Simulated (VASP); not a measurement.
# Zn4Si3GeP8 (P1) in VASP: single point with HSE06

Aim: the single point of Zn4Si3GeP8 with HSE06.

All numbers are computed with VASP 6.6.1; they aren't measurements. Logs are shortened: lines on timing, memory, paths and dates and some standing lists are left out, and cuts for length are marked.

## (1) The cell of the first run

The typed cell holds 64 atoms: a = 10.743 Å, b = 10.742 Å, c = 10.508 Å, α = 90.00°, β = 90.00°, γ = 90.00°.

## (2) Single point, HSE06

File POSCAR:

```
Zn4Si3GeP8
1.0
   10.7429360000     -0.0000610000     -0.0000180000
   -0.0000610000     10.7417510000     -0.0000180000
   -0.0000180000     -0.0000180000     10.5077110000
Zn Si Ge P
16 12 4 32
Direct
    0.9999410000      0.9997920000      0.9998150000
    0.9988520000      0.5010510000      0.0015830000
    0.4982750000      0.9992030000      0.0002220000
    0.4988730000      0.5014230000      0.0018730000
    0.0013340000      0.2502080000      0.2505450000
    0.0000520000      0.7485790000      0.2501680000
    0.4989500000      0.2498300000      0.2490830000
    0.4989870000      0.7499840000      0.2476520000
    0.2496470000      0.9979020000      0.7501120000
    0.2498170000      0.5013520000      0.7515710000
    0.7494940000      0.9984170000      0.7496870000
    0.7514780000      0.5006570000      0.7515340000
    0.2489530000      0.2487130000      0.4963150000
    0.2479340000      0.7506750000      0.5004400000
    0.7497000000      0.2501380000      0.4988470000
    0.7497540000      0.7506510000      0.5019740000
    0.0015320000      0.9995050000      0.4995050000
    0.9995760000      0.5015490000      0.4984040000
    0.4992880000      0.9986100000      0.4990790000
    0.2496390000      0.9999090000      0.2490870000
    0.2488710000      0.5011220000      0.2484060000
    0.7509340000      0.5003240000      0.2484420000
    0.2500670000      0.2500970000      0.0016000000
    0.2496560000      0.7503610000      0.9989090000
    0.7499840000      0.2510100000      0.0002270000
    0.7504380000      0.7495880000      0.9983600000
    0.0001730000      0.7504550000      0.7491190000
    0.5001140000      0.7515770000      0.7507780000
    0.4999250000      0.5021110000      0.4985330000
    0.7504920000      0.0004750000      0.2495460000
    0.0008680000      0.2512310000      0.7495980000
    0.4997750000      0.2504460000      0.7501530000
    0.1314590000      0.1247200000      0.1249620000
    0.1318230000      0.6256930000      0.1239720000
    0.6282740000      0.1272740000      0.1209030000
    0.6329150000      0.6256320000      0.1244840000
    0.1214510000      0.1215390000      0.6214570000
    0.1169430000      0.6243560000      0.6250030000
    0.6199270000      0.1214080000      0.6207620000
    0.6204990000      0.6275800000      0.6298200000
    0.3670590000      0.3751610000      0.1255310000
    0.3663490000      0.8745310000      0.1239680000
    0.8683870000      0.3741470000      0.1251550000
    0.8706020000      0.8710510000      0.1213070000
    0.3749810000      0.1164570000      0.3733160000
    0.3705260000      0.6219370000      0.3702780000
    0.8785790000      0.1206480000      0.3782190000
    0.8734120000      0.6184980000      0.3746370000
    0.1246080000      0.3837130000      0.3739150000
    0.1243710000      0.8818590000      0.3736020000
    0.6268900000      0.3795750000      0.3702210000
    0.6218360000      0.8779260000      0.3766160000
    0.1274780000      0.3715160000      0.8797860000
    0.1240330000      0.8672600000      0.8742840000
    0.6272460000      0.3721050000      0.8785870000
    0.6242450000      0.8681650000      0.8755940000
    0.3745710000      0.3748870000      0.6230760000
    0.3817950000      0.8743220000      0.6248000000
    0.8787790000      0.3781920000      0.6209160000
    0.8830490000      0.8754410000      0.6245500000
    0.3709570000      0.1289450000      0.8775610000
    0.3752200000      0.6330750000      0.8749270000
    0.8716090000      0.1295170000      0.8769610000
    0.8759820000      0.6326110000      0.8744100000
```

File INCAR.step1:

```
PREC = Accurate
ENCUT = 520
EDIFF = 1E-5
ISMEAR = -1
SIGMA = 0.05
LREAL = Auto
LASPH = T
NELM = 60
ALGO = Normal
ISIF = 2
LWAVE = T
LCHARG = F
NBANDS = 266
GGA = PE
LUSENCCL = F
```

File INCAR.step2:

```
PREC = Accurate
ENCUT = 520
EDIFF = 1E-6
ISMEAR = -1
SIGMA = 0.05
LREAL = Auto
LASPH = T
NELM = 60
ALGO = Normal
ISIF = 2
LWAVE = F
LCHARG = F
GGA = PE
LHFCALC = T
HFSCREEN = 0.2079
PRECFOCK = Fast
NBANDS = 266
ISTART = 1
LUSENCCL = F
```

File KPOINTS:

```
Automatic mesh
0
Gamma
  1 1 1
```

Potentials or basis: VASP PAW PBE potentials, release 64 (Zn, Si, Ge_d, P).

On the command line:

```sh
$ cat potpaw_PBE.64/Zn/POTCAR potpaw_PBE.64/Si/POTCAR potpaw_PBE.64/Ge_d/POTCAR potpaw_PBE.64/P/POTCAR > POTCAR
$ cp INCAR.step1 INCAR
$ mpirun -np 1 vasp_gam > vasp.out
$ cp INCAR.step2 INCAR
$ mpirun -np 1 vasp_gam > vasp.out
```

OUTCAR:

```text
PREC = Accurate
   ENCUT = 520
   EDIFF = 1E-6
   ISMEAR = -1
   LREAL = Auto
   LASPH = T
   NELM = 60
   ISIF = 2
   GGA = PE
   LHFCALC = T
   HFSCREEN = 0.2079
   PRECFOCK = Fast
   ISTART = 1

 ion  position               nearest neighbor table
   1  1.000  1.000  1.000-  44 2.34  63 2.35  33 2.35  54 2.35
   2  0.999  0.501  0.002-  53 2.34  34 2.34  43 2.35  64 2.35
   3  0.498  0.999  0.000-  35 2.33  61 2.34  42 2.34  56 2.35
   4  0.499  0.501  0.002-  55 2.35  36 2.35  41 2.35  62 2.35
   5  0.001  0.250  0.251-  47 2.34  49 2.34  33 2.35  43 2.36
   6  0.000  0.749  0.250-  44 2.34  34 2.35  48 2.35  50 2.35
[... 56 lines left out ...]
  63  0.872  0.130  0.877-  25 2.26  31 2.33  11 2.34   1 2.35
  64  0.876  0.633  0.874-  26 2.26  27 2.26  12 2.34   2 2.35

  LATTYP: Found a simple orthorhombic cell.
 ALAT       =    10.5077110000
 B/A-ratio  =     1.0222731668
 C/A-ratio  =     1.0223859412

  Lattice vectors:

 A1 = (  -0.0000180000,  -0.0000180000,  10.5077110000)
 A2 = (   0.0000610000, -10.7417510000,   0.0000180000)
 A3 = (  10.7429360000,  -0.0000610000,  -0.0000180000)

Analysis of symmetry for initial positions (statically):
=====================================================================
 Subroutine PRICEL returns:
 Original cell was already a primitive cell.

 Routine SETGRP: Setting up the symmetry group for a
 simple orthorhombic supercell.

 Subroutine GETGRP returns: Found  1 space group operations
 (whereof  1 operations were pure point group operations)
 out of a pool of  8 trial point group operations.

The static configuration has the point symmetry C_1 .

Analysis of symmetry for dynamics (positions and initial velocities):
=====================================================================
 Subroutine PRICEL returns:
 Original cell was already a primitive cell.

 Routine SETGRP: Setting up the symmetry group for a
 simple orthorhombic supercell.

 Subroutine GETGRP returns: Found  1 space group operations
 (whereof  1 operations were pure point group operations)
 out of a pool of  8 trial point group operations.

The dynamic configuration has the point symmetry C_1 .

 Subroutine INISYM returns: Found  1 space group operations
 (whereof  1 operations are pure point group operations),
 and found     1 'primitive' translations

----------------------------------------------------------------------------------------

                                     Primitive cell

  volume of cell :    1212.5682

  direct lattice vectors                    reciprocal lattice vectors
    10.742936000 -0.000061000 -0.000018000     0.093084423  0.000000529  0.000000159
    -0.000061000 10.741751000 -0.000018000     0.000000529  0.093094692  0.000000159
    -0.000018000 -0.000018000 10.507711000     0.000000159  0.000000159  0.095168206

  length of vectors
    10.742936000 10.741751000 10.507711000     0.093084423  0.093094692  0.095168206

  position of ions in fractional coordinates (direct lattice)
     0.999941000  0.999792000  0.999815000
     0.998852000  0.501051000  0.001583000
     0.498275000  0.999203000  0.000222000
     0.498873000  0.501423000  0.001873000
     0.001334000  0.250208000  0.250545000
     0.000052000  0.748579000  0.250168000
[... 56 lines left out ...]
     0.871609000  0.129517000  0.876961000
     0.875982000  0.632611000  0.874410000

  ion indices of the primitive-cell ions
   primitive index   ion index
                 1           1
                 2           2
                 3           3
                 4           4
                 5           5
                 6           6
[... 56 lines left out ...]
                63          63
                64          64

----------------------------------------------------------------------------------------

 KPOINTS: Automatic mesh

Automatic generation of k-mesh.
 Grid dimensions read from file:
 generate k-points for:    1    1    1

 Generating k-lattice:

  Cartesian coordinates                     Fractional coordinates (reciprocal lattice)
     0.093084423  0.000000529  0.000000159     1.000000000 -0.000000000 -0.000000000
     0.000000529  0.093094692  0.000000159    -0.000000000  1.000000000 -0.000000000
     0.000000159  0.000000159  0.095168206    -0.000000000 -0.000000000  1.000000000

  Length of vectors
     0.093084423  0.093094692  0.095168206

  Shift w.r.t. Gamma in fractional coordinates (k-lattice)
     0.000000000  0.000000000  0.000000000

 Subroutine IBZKPT returns following result:
 ===========================================

 Found      1 irreducible k-points:

 Following reciprocal coordinates:
            Coordinates               Weight
  0.000000  0.000000  0.000000      1.000000
   k-points           NKPTS =      1   k-points in BZ     NKDIM =      1   number of bands    NBANDS=    266
   number of dos      NEDOS =    301   number of ions     NIONS =     64
   total plane-waves  NPLWV = 512000
   dimension x,y,z NGX =    80 NGY =   80 NGZ =   80
   dimension x,y,z NGXF=   160 NGYF=  160 NGZF=  160
   ions per type =              16  12   4  32
   NGX,Y,Z   is equivalent  to a cutoff of  12.38, 12.38, 12.66 a.u.
   NGXF,Y,Z  is equivalent  to a cutoff of  24.76, 24.76, 25.31 a.u.
 SYSTEM =  unknown system
   PREC   = accura    normal or accurate (medium, high low for compatibility)
   ISTART =      1    job   : 0-new  1-cont  2-samecut
   ICHARG =      0    charge: 1-file 2-atom 10-const
   ISPIN  =      1    spin polarized calculation?
   LNONCOLLINEAR =      F non collinear calculations
   LSORBIT =      F    spin-orbit coupling
   LASPH  =      T    aspherical Exc in radial PAW
   ENCUT  =  520.0 eV  38.22 Ry    6.18 a.u.  19.97 19.97 19.54*2*pi/ulx,y,z
   NELM   =     60;   NELMIN=  2; NELMDL=  0     # of ELM steps
   EDIFF  = 0.1E-05   stopping-criterion for ELM
   LREAL  =      T    real-space projection
   EDIFFG = 0.1E-04   stopping-criterion for IOM
   NSW    =      0    number of steps for IOM
   IBRION =     -1    ionic relax: 0-MD 1-quasi-New 2-CG
   NFREE  =      0    steps in history (QN), initial steepest desc. (CG)
   ISIF   =      2    stress and relaxation
   ISYM   =      3    0-nonsym 1-usesym 2-fastsym
   POTIM  = 0.5000    time-step for ionic-motion
   TEBEG  =    0.0;   TEEND  =   0.0 temperature during run
   PSTRESS=    0.0 pullay stress
   NELECT =     456.0000    total number of electrons
   NUPDOWN=      -1.0000    fix difference up-down
   EMIN   =  10.00;   EMAX   =-10.00  energy-range for DOS
   EFERMI =   0.00;   METHOD = LEGACY
   ISMEAR =    -1;   SIGMA  =   0.05  broadening in eV -4-tet -1-fermi 0-gaus
   EFERMI_NEDOS =   21; number of points for ismear=-14 and -15
   IALGO  =     38    algorithm
   IMIX   =      1    mixing-type and parameters
     AMIX     =   0.40;   BMIX     =  1.00
     AMIX_MAG =   1.60;   BMIX_MAG =  1.00
  volume/ion in A,a.u.               =      18.95       127.86
  Fermi-wavevector in a.u.,A,eV,Ry     =   1.181665  2.233023 18.998253  1.396332
  Thomas-Fermi vector in A             =   2.317934
   LORBIT       =      0    0 simple, 1 ext, 2 COOP (PROOUT), +10 PAW based schemes
   GGA     = PE    functional components
   LHFCALC =     T    Hartree Fock is set to
   PRECFOCK=fast      Normal, Fast or Accurate (Low or Medium for compatibility)
   ENCUT4O =  -1.0   cutoff for four orbital integrals eV
   NKREDX  =     1    reduce k-point grid by
   NKREDY  =     1    reduce k-point grid by
   NKREDZ  =     1    reduce k-point grid by
   AEXX    =    0.2500 exact exchange contribution
   HFSCREEN=    0.2079 screening length (either q_TF or 0.3 A-1)
   HFSCREENC=   0.2079 screening length for correlation (either q_TF or 0.3 A-1)
   ENCUTFOCK=  -1.0 apply spherical cutoff to Coloumb kernel
   IVDW    =     0    specifies the selected vdW correction
   LEPSILON=     F    determine dielectric tensor
   LRPA    =     F    only Hartree local field effects (RPA)
 non-spin polarized calculation
  energy-cutoff  :      520.00
  volume of cell :     1212.57
 maximum number of plane-waves:     16314
 NGX is ok and might be reduce to    80
  NGX = 40; NGY = 40; NGZ = 40

 number of electron     456.0000178 magnetization

 Free energy of the ion-electron system (eV)
  ---------------------------------------------------
  ext. energy  EPLUGINS =         0.00000000
  ---------------------------------------------------
  free energy    TOTEN  =      -341.46921483 eV

  energy without entropy =     -341.46921482  energy(sigma->0) =     -341.46921483

 E-fermi :   5.2328     XC(G=0):  -8.1735

 val. band max:        4.2344954199   @ k =   0.0000   0.0000   0.0000
 cond. band min:       6.2242536769   @ k =   0.0000   0.0000   0.0000
 fundamental gap:      1.9897582570
 Fermi energy:         5.2328238144

 k-point     1 :       0.0000    0.0000    0.0000
  band No.  band energies     occupation
      1     -23.6016      2.00000
      2     -23.5967      2.00000
      3     -23.5952      2.00000
      4     -23.5947      2.00000
      5     -23.5912      2.00000
      6     -23.5906      2.00000
[... 232 lines left out ...]
    239       6.9617      0.00000
    240       6.9698      0.00000
 [bands above 240 left out]

------------------------ aborting loop because EDIFF is reached ----------------------------------------

  FORCE on cell =-STRESS in cart. coord.  units (eV):
  Direction    XX          YY          ZZ          XY          YZ          ZX
  --------------------------------------------------------------------------------------
  -------------------------------------------------------------------------------------
  Total       17.1835341     17.2265549     12.9465090      0.6887862      0.6927976      0.7058389
  in kB       22.7047583     22.7616020     17.1063388      0.9100994      0.9153998      0.9326313
  external PRESSURE =      20.8575664 kB  Pullay stress =       0.0000000 kB

 VOLUME and BASIS-vectors are now :
 -----------------------------------------------------------------------------
  energy-cutoff  :      520.00
  volume of cell :     1212.57
      direct lattice vectors                 reciprocal lattice vectors
    10.742936000 -0.000061000 -0.000018000     0.093084423  0.000000529  0.000000159
    -0.000061000 10.741751000 -0.000018000     0.000000529  0.093094692  0.000000159
    -0.000018000 -0.000018000 10.507711000     0.000000159  0.000000159  0.095168206

 POSITION                                       TOTAL-FORCE (eV/Angst)
 -----------------------------------------------------------------------------------
     10.74222     10.73944     10.50573         0.003808     -0.013916     -0.034904
     10.73057      5.38210      0.01661         0.008170     -0.002997     -0.016287
      5.35288     10.73316      0.00231        -0.003074     -0.017302     -0.041851
      5.35933      5.38613      0.01966         0.006113     -0.006911     -0.017326
      0.01431      2.68767      2.63265        -0.011297      0.017029     -0.036313
      0.00051      8.04104      2.62868        -0.016060      0.005213     -0.023074
[... 56 lines left out ...]
      9.36362      1.39117      9.21483         0.011828      0.534106      0.059633
      9.41056      6.79528      9.18802         0.010689      0.523152      0.014646
 -----------------------------------------------------------------------------------
    total drift:                                0.010462     -0.008132     -0.010481

  FREE ENERGIE OF THE ION-ELECTRON SYSTEM (eV)
  ---------------------------------------------------
  free  energy   TOTEN  =      -341.4692148341 eV

  energy  without entropy=     -341.4692148228  energy(sigma->0) =     -341.46921483
```

It took 5.2 min on 1 × NVIDIA H100 80GB with 1 thread of Intel Xeon Platinum 8481C at 2.70GHz (Sapphire Rapids), shared host; peak memory 1.8 GiB.

Results:

```yaml
Free_energy: -341.4692 eV
Pressure: 2.1 GPa
Largest_force: 0.570 eV/Å
Band_gap_on_the_k_mesh: 1.99 eV
```

Forces on the atoms (eV/Å):
```
Zn   0.004 -0.014 -0.035
Zn   0.008 -0.003 -0.016
Zn  -0.003 -0.017 -0.042
Zn   0.006 -0.007 -0.017
Zn  -0.011  0.017 -0.036
Zn  -0.016  0.005 -0.023
Zn  -0.020 -0.004 -0.035
Zn  -0.019 -0.003 -0.028
Zn  -0.028 -0.006 -0.028
Zn  -0.011  0.013 -0.037
Zn  -0.024 -0.003 -0.026
Zn   0.003  0.014 -0.021
Zn  -0.014 -0.017 -0.042
Zn   0.002 -0.022 -0.026
Zn  -0.010 -0.003 -0.027
Zn   0.017 -0.013 -0.040
Si  -0.063 -0.059 -0.016
Si  -0.085 -0.056 -0.005
Si  -0.075 -0.070 -0.030
Si  -0.049 -0.087 -0.015
Si  -0.064 -0.065 -0.023
Si  -0.060 -0.078 -0.003
Si  -0.072 -0.052 -0.002
Si  -0.081 -0.044  0.001
Si  -0.073 -0.060  0.007
Si  -0.067 -0.058 -0.018
Si  -0.047 -0.081 -0.002
Si  -0.045 -0.074  0.000
Ge  -0.103 -0.061 -0.020
Ge  -0.060 -0.096 -0.026
Ge  -0.060 -0.093 -0.021
Ge  -0.073 -0.098 -0.020
P    0.530  0.018  0.008
P    0.530  0.009  0.003
P    0.567  0.062  0.020
P    0.536  0.011  0.001
P   -0.429  0.072  0.040
P   -0.463  0.056  0.019
P   -0.434  0.075  0.027
P   -0.492  0.029 -0.014
P   -0.473  0.044  0.022
P   -0.481  0.066  0.019
P   -0.476  0.036  0.024
P   -0.440  0.070  0.038
P    0.057 -0.479  0.027
P    0.069 -0.428  0.043
P    0.021 -0.491 -0.006
P    0.045 -0.466  0.029
P    0.025  0.539  0.012
P    0.020  0.530  0.012
P    0.073  0.551  0.018
P    0.018  0.535  0.059
P    0.031 -0.497 -0.008
P    0.073 -0.459  0.029
P    0.026 -0.488 -0.015
P    0.055 -0.467  0.031
P    0.554  0.055  0.053
P    0.524  0.013  0.008
P    0.541  0.063  0.011
P    0.527  0.016  0.002
P    0.014  0.538  0.070
P    0.020  0.523  0.016
P    0.012  0.534  0.060
P    0.011  0.523  0.015
```

Caveat: the k points lie up to 0.60 Å⁻¹ apart; the PAW data sets were made with another functional, which shifts forces and pressure a little.
